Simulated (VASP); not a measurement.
A run of VASP 6.6.1 is set up as follows.

File POSCAR:

```
Zn
1.0
   -1.5690370000      1.5690370000      1.5690370000
    1.5690370000     -1.5690370000      1.5690370000
    1.5690370000      1.5690370000     -1.5690370000
Zn
1
Direct
    0.0000000000      0.0000000000      0.0000000000
```

INCAR.step1

```
SYSTEM = Zn
  PREC = Accurate
  ENCUT = 520
  ISMEAR = -1
  SIGMA = 0.1
  LREAL = .False.
  LASPH = .True.
  NELM = 60
  NBANDS = 12
  GGA = PE
  ALGO = Normal
  EDIFF = 1E-4
  LWAVE = .True.
  LCHARG = .False.
```

Contents of INCAR.step2:

```
SYSTEM = Zn
  PREC = Accurate
  ENCUT = 520
  EDIFF = 1E-6
  ISMEAR = -1
  SIGMA = 0.1
  LREAL = .False.
  LASPH = .True.
  NELM = 60
  ALGO = Normal
  ISIF = 2
  LWAVE = .False.
  LCHARG = .False.
  METAGGA = R2SCAN
  LMIXTAU = .True.
  NBANDS = 12
  ISTART = 1
```

KPOINTS

```
regular mesh
0
Gamma
  7 7 7
  0 0 0
```

Potentials or basis: VASP PAW PBE potentials, release 64 (Zn).

Command:

```sh
$ cat potpaw_PBE.64/Zn/POTCAR > POTCAR
$ cp INCAR.step1 INCAR
$ mpirun -np 1 vasp_std > vasp.out
$ cp INCAR.step2 INCAR
$ mpirun -np 1 vasp_std > vasp.out
```

Task: Estimate the band gap on the k mesh.

Result: Zero (band 6 reaches 5.37 eV, above the bottom of band 7 at 2.35 eV).

Task: Estimate the pressure.

Result: -5.3 GPa.

Caveat: the k points lie up to 0.40 Å⁻¹ apart; the PAW data sets were made with another functional, which shifts forces and pressure a little.
